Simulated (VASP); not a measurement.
Write the native input for VASP 6.6.1 that does the following.

| Quantity | Value |
| --- | --- |
| Task | single point |
| Functional | PBE |
| Potentials or basis | VASP PAW PBE potentials, release 64 (C, O) |
| Cutoff | 520 eV |
| k mesh | 6 × 3 × 1 |
| Occupations | gaussian, width 0.1 eV |
| Spin | no spin polarisation |
| Dipole correction | yes |
| Further INCAR settings | ALGO = Normal; EDIFF = 1e-06; NBANDS = 39 |

The structure of C12O lies in POSCAR:

```
C12O
1.0
    4.9326910638      0.0000000000      0.0000000000
   -1.2331727659      8.7858796652      0.0000000000
    0.0000000000      0.0000000000     20.2907138818
C O
12 1
Direct
    0.0197005045      0.0788020181      0.1971345130
    0.5197005045      0.0788020181      0.1971345130
    0.2746256306      0.0985025226      0.2311704222
    0.7746256306      0.0985025226      0.2311704222
    0.2844758829      0.1379035317      0.2992422405
    0.7844758829      0.1379035317      0.2992422405
    0.0392966979      0.1571967124      0.3324023561
    0.5392966979      0.1571967124      0.3324023561
    0.0496769462      0.1987212371      0.4035397332
    0.5496769462      0.1987212371      0.4035397332
    0.3040736101      0.2163107364      0.4332382751
    0.8040736101      0.2163107364      0.4332382751
    0.3040736101      0.2163107364      0.4958176604
```

These files were run (other wordings do the same):

INCAR

```
SYSTEM = C12O
PREC = Accurate ; ENCUT = 520
EDIFF = 1E-6 ; ISMEAR = 0
SIGMA = 0.1 ; LREAL = .False.
LASPH = .True. ; NELM = 100
ALGO = Normal ; ISIF = 2
LWAVE = .False. ; LCHARG = .False.
LDIPOL = .True. ; IDIPOL = 3
DIPOL = 0.5 0.5 0.330 ; GGA = PE
NBANDS = 39
```

KPOINTS

```
regular mesh
0
Gamma
  6 3 1
  0 0 0
```

Potentials or basis: VASP PAW PBE potentials, release 64 (C, O).

Command:

```sh
$ cat potpaw_PBE.64/C/POTCAR potpaw_PBE.64/O/POTCAR > POTCAR
$ mpirun -np 1 vasp_std > vasp.out
```

Results of the run:

```yaml
Largest_force: 4.725 eV/Å
Band_gap_on_the_k_mesh: zero (bands 27 and 28 overlap by 0.02 eV)
```

Run time: 18 min on 1 thread of Intel Xeon 8259CL, on a shared host, peak memory 0.95 GiB.
